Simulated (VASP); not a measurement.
# BP in VASP: single point with PBE

Aim: the single point of BP with PBE.

Everything below comes from runs of VASP 6.6.1. Logs are shortened: lines on timing, memory, paths and dates and some standing lists are left out, and cuts for length are marked.

### Step 1. The cell of the first run

The cell holds a slab with vacuum, 8 atoms: a = 3.209 Å, b = 3.209 Å, c = 22.515 Å, α = 90.00°, β = 90.00°, γ = 60.00°.

### Step 2. Single point, PBE

Contents of INCAR:

```
  ALGO = Normal
  DIPOL = 0.5 0.5 0.500
  EDIFF = 1E-6
  ENCUT = 420
  GGA = PE
  GGA_COMPAT = F
  IDIPOL = 3
  ISIF = 2
  ISMEAR = -1
  LASPH = T
  LCHARG = F
  LDIPOL = T
  LREAL = F
  LWAVE = F
  NBANDS = 26
  NELM = 120
  NELMDL = -8
  PREC = Accurate
  SIGMA = 0.1
```

Contents of KPOINTS:

```
k-points
0
Gamma
  5 5 1
```

Contents of POSCAR:

```
BP
1.0
    3.2088505730      0.0000000000      0.0000000000
    1.6044252865      2.7789461132      0.0000000000
    0.0000000000      0.0000000000     22.5150504451
B P
4 4
Direct
    0.0000000000      0.0000000000      0.3109031453
    0.3333333333      0.3333333333      0.4272704405
    0.6666666667      0.6666666667      0.5436377357
    0.0000000000      1.0000000000      0.6600050309
    0.3333333333      0.3333333333      0.3399949691
    0.6666666667      0.6666666667      0.4563622643
    1.0000000000      1.0000000000      0.5727295595
    0.3333333333      0.3333333333      0.6890968547
```

Potentials or basis: VASP PAW PBE potentials, release 64 (B, P).

Command:

```console
> cat potpaw_PBE.64/B/POTCAR potpaw_PBE.64/P/POTCAR > POTCAR
> mpirun -np 1 vasp_std > vasp.out
```

OUTCAR:

```text
EDIFF = 1E-6
   ENCUT = 420
   GGA = PE
   ISIF = 2
   ISMEAR = -1
   LASPH = T
   LREAL = F
   NELM = 120
   NELMDL = -8
   PREC = Accurate

 ion  position               nearest neighbor table
   1  0.000  0.000  0.311-   5 1.97   5 1.97   5 1.97
   2  0.333  0.333  0.427-   6 1.97   6 1.97   5 1.97   6 1.97
   3  0.667  0.667  0.544-   7 1.97   6 1.97   7 1.97   7 1.97
   4  0.000  0.000  0.660-   8 1.97   7 1.97   8 1.97   8 1.97
   5  0.333  0.333  0.340-   1 1.97   2 1.97   1 1.97   1 1.97
   6  0.667  0.667  0.456-   2 1.97   2 1.97   3 1.97   2 1.97
   7  0.000  0.000  0.573-   3 1.97   4 1.97   3 1.97   3 1.97
   8  0.333  0.333  0.689-   4 1.97   4 1.97   4 1.97

  LATTYP: Found a hexagonal cell.
 ALAT       =     3.2088505730
 C/A-ratio  =     7.0165468702

  Lattice vectors:

 A1 = (  -1.6044252865,  -2.7789461132,   0.0000000000)
 A2 = (   3.2088505730,   0.0000000000,   0.0000000000)
 A3 = (   0.0000000000,   0.0000000000,  22.5150504451)

Analysis of symmetry for initial positions (statically):
=====================================================================
 Subroutine PRICEL returns:
 Original cell was already a primitive cell.

 Routine SETGRP: Setting up the symmetry group for a
 hexagonal supercell.

 Subroutine GETGRP returns: Found  6 space group operations
 (whereof  6 operations were pure point group operations)
 out of a pool of 24 trial point group operations.

The static configuration has the point symmetry C_3v.

Analysis of symmetry for dynamics (positions and initial velocities):
=====================================================================
 Subroutine PRICEL returns:
 Original cell was already a primitive cell.

 Routine SETGRP: Setting up the symmetry group for a
 hexagonal supercell.

 Subroutine GETGRP returns: Found  6 space group operations
 (whereof  6 operations were pure point group operations)
 out of a pool of 24 trial point group operations.

The dynamic configuration has the point symmetry C_3v.

 Subroutine INISYM returns: Found  6 space group operations
 (whereof  6 operations are pure point group operations),
 and found     1 'primitive' translations

----------------------------------------------------------------------------------------

                                     Primitive cell

  volume of cell :     200.7717

  direct lattice vectors                    reciprocal lattice vectors
[... 90 lines left out ...]
   NELECT =      32.0000    total number of electrons
   NUPDOWN=      -1.0000    fix difference up-down
   EMIN   =  10.00;   EMAX   =-10.00  energy-range for DOS
   EFERMI =   0.00;   METHOD = LEGACY
   ISMEAR =    -1;   SIGMA  =   0.10  broadening in eV -4-tet -1-fermi 0-gaus
   EFERMI_NEDOS =   21; number of points for ismear=-14 and -15
   IALGO  =     38    algorithm
   IMIX   =      4    mixing-type and parameters
     AMIX     =   0.40;   BMIX     =  1.00
     AMIX_MAG =   1.60;   BMIX_MAG =  1.00
  volume/ion in A,a.u.               =      25.10       169.36
  Fermi-wavevector in a.u.,A,eV,Ry     =   0.887614  1.677347 10.719459  0.787858
  Thomas-Fermi vector in A             =   2.008935
   LORBIT       =      0    0 simple, 1 ext, 2 COOP (PROOUT), +10 PAW based schemes
   GGA     = PE    functional components
   LHFCALC =     F    Hartree Fock is set to
   AEXX    =    0.0000 exact exchange contribution
   IVDW    =     0    specifies the selected vdW correction
   LEPSILON=     F    determine dielectric tensor
   LRPA    =     F    only Hartree local field effects (RPA)
 non-spin polarized calculation
  energy-cutoff  :      420.00
  volume of cell :      200.77
 maximum number of plane-waves:      3963
 NGX is ok and might be reduce to    24
   NGX = 11   NGY = 11   NGZ = 75

 dipolmoment           0.000000      0.000000     -0.118802 electrons x Angstroem

 number of electron      32.0000004 magnetization

 dipolmoment           0.000000      0.000000      0.050408 electrons x Angstroem

 Free energy of the ion-electron system (eV)
  ---------------------------------------------------
  ext. energy  EPLUGINS =         0.00000000
  ---------------------------------------------------
  free energy    TOTEN  =       -48.54233594 eV

  energy without entropy =      -48.37097033  energy(sigma->0) =      -48.45665313

 E-fermi :   0.6753     XC(G=0):  -5.8430

 val. band max:        0.6072859494   @ k =   0.2000   0.0000   0.0000
 cond. band min:       0.7013733414   @ k =   0.4000   0.0000   0.0000
 fundamental gap:      0.0940873919
 Fermi energy:         0.6753466968

 k-point     1 :       0.0000    0.0000    0.0000
  band No.  band energies     occupation
      1     -14.8190      2.00000
      2     -13.8789      2.00000
      3     -12.8201      2.00000
      4     -11.6139      2.00000
      5      -7.5983      2.00000
      6      -5.3274      2.00000
[... 134 lines left out ...]
     25       7.1537      0.00000
     26       7.3187      0.00000

------------------------ aborting loop because EDIFF is reached ----------------------------------------

 vacuum level on the upper side and lower side of the slab       (xc-potential included)         0.250        -0.767

  FORCE on cell =-STRESS in cart. coord.  units (eV):
  Direction    XX          YY          ZZ          XY          YZ          ZX
  --------------------------------------------------------------------------------------
  -------------------------------------------------------------------------------------
  Total       -0.5781021     -0.5781021     -0.2942253      0.0000000     -0.0000000     -0.0000000
  in kB       -4.6133098     -4.6133098     -2.3479455      0.0000000     -0.0000000     -0.0000000
  external PRESSURE =      -3.8581884 kB  Pullay stress =       0.0000000 kB

 VOLUME and BASIS-vectors are now :
 -----------------------------------------------------------------------------
  energy-cutoff  :      420.00
  volume of cell :      200.77
      direct lattice vectors                 reciprocal lattice vectors
     3.208850573  0.000000000  0.000000000     0.311638070 -0.179924324  0.000000000
     1.604425286  2.778946113  0.000000000     0.000000000  0.359848647  0.000000000
     0.000000000  0.000000000 22.515050445     0.000000000  0.000000000  0.044414735

 POSITION                                       TOTAL-FORCE (eV/Angst)
 -----------------------------------------------------------------------------------
      0.00000      0.00000      7.00000         0.000000      0.000000      2.168222
      1.60443      0.92632      9.62002         0.000000     -0.000000      0.536425
      3.20885      1.85263     12.24003        -0.000000      0.000000      0.171378
      0.00000      0.00000     14.86005         0.000000     -0.000000      0.616388
      1.60443      0.92632      7.65500         0.000000      0.000000     -2.629668
      3.20885      1.85263     10.27502        -0.000000     -0.000000     -0.267892
      0.00000      0.00000     12.89503        -0.000000     -0.000000     -0.090856
      1.60443      0.92632     15.51505         0.000000     -0.000000     -0.503997
 -----------------------------------------------------------------------------------
    total drift:                                0.000000      0.000000      0.000231

  FREE ENERGIE OF THE ION-ELECTRON SYSTEM (eV)
  ---------------------------------------------------
  free  energy   TOTEN  =       -48.5423359391 eV

  energy  without entropy=      -48.3709703306  energy(sigma->0) =      -48.45665313

 vacuum level on the upper side and lower side of the slab         6.240         5.189
```

stdout:

```text
POSCAR found type information on POSCAR B P
 POSCAR found :  2 types and       8 ions
 scaLAPACK will be used
 LDA part: xc-table for (Slater+PW92), standard interpolation
 POSCAR, INCAR and KPOINTS ok, starting setup
 FFT: planning ... GRIDC
 FFT: planning ... GRID_SOFT
 FFT: planning ... GRID
 WAVECAR not read
 entering main loop
```

Run time: 75 s. Hardware: 1 thread of Intel Xeon Platinum 8375C at 2.90GHz (Ice Lake), shared host; peak memory 0.27 GiB.

What came out:

```yaml
Free_energy: -48.5423 eV
Largest_force: 2.630 eV/Å
Band_gap_on_the_k_mesh: zero (filled and empty bands overlap)
```

Forces on the atoms (eV/Å):
```
B    0.000  0.000  2.168
B    0.000  0.000  0.536
B    0.000  0.000  0.171
B    0.000  0.000  0.616
P    0.000  0.000 -2.630
P    0.000  0.000 -0.268
P    0.000  0.000 -0.091
P    0.000  0.000 -0.504
```

Caveat: the k points lie up to 0.45 Å⁻¹ apart.
